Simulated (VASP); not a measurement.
A run of VASP 6.6.1 is set up as follows.

The input INCAR:

```
PREC     = Accurate       # precision mode
ENCUT    = 520            # plane-wave cutoff, eV
EDIFF    = 1E-7           # SCF threshold, eV
ISMEAR   = 0              # smearing method
SIGMA    = 0.1            # smearing width, eV
LREAL    = F              # projectors in reciprocal space
LASPH    = T              # aspherical terms in the spheres
NELM     = 60             # most SCF steps
ALGO     = Normal         # electronic algorithm
ISIF     = 2              # what is computed and relaxed
LWAVE    = F              # write WAVECAR
LCHARG   = F              # write CHGCAR
GGA      = PE             # functional
NBANDS   = 41             # bands
```

The input KPOINTS:

```
regular mesh
0
Gamma
  4 4 1
```

POSCAR

```
Mg5ZnS6
1.0
    3.7078627345      0.0000231604      0.0001512600
    0.0000248150      3.7095623872      0.0000509854
   -0.0008718769     -0.0004689145     15.5322528958
Mg Zn S
5 1 6
Direct
    0.4999911865      0.4953752438      0.1645218716
   -0.0000222522     -0.0045220317      0.3320867248
    0.5000034196      0.4950100805      0.4999999218
    0.0000126361     -0.0045202915      0.6679110241
    0.4999852355      0.4954206199      0.8354961872
    0.0000235383      0.0668629988      0.0000253185
   -0.0000002837     -0.0085365910      0.1632060209
    0.4999911889      0.4950821210      0.3322861964
    0.0000041336     -0.0049513579      0.4999943993
    0.5000017297      0.4950973031      0.6677024707
    0.0000009884     -0.0085059570      0.8367711783
    0.5000084793      0.4881878622     -0.0000013136
```

Potentials or basis: VASP PAW PBE potentials, release 64 (Mg, Zn, S).

Command:

```sh
$ cat potpaw_PBE.64/Mg/POTCAR potpaw_PBE.64/Zn/POTCAR potpaw_PBE.64/S/POTCAR > POTCAR
$ mpirun -np 1 vasp_std > vasp.out
```

Problem. Estimate the largest force.

Solution. 0.018 eV/Å.

Problem. Predict the band gap on the k mesh.

Solution. 1.53 eV (least direct gap 1.77 eV).

Problem. Predict the pressure.

Solution. -0.2 GPa.

Forces in eV/Å, atoms in the order of the input:
```
Mg   0.000  0.000 -0.002
Mg   0.000 -0.001  0.002
Mg   0.000  0.000  0.000
Mg   0.000  0.000 -0.001
Mg   0.000  0.000  0.000
Zn   0.000 -0.008 -0.002
S    0.000 -0.002  0.018
S    0.000  0.000 -0.002
S    0.000  0.000 -0.001
S    0.000  0.000  0.001
S    0.000 -0.002 -0.016
S    0.000  0.014  0.001
```

Caveat: the k points lie up to 0.42 Å⁻¹ apart. A k mesh can miss the band edges.
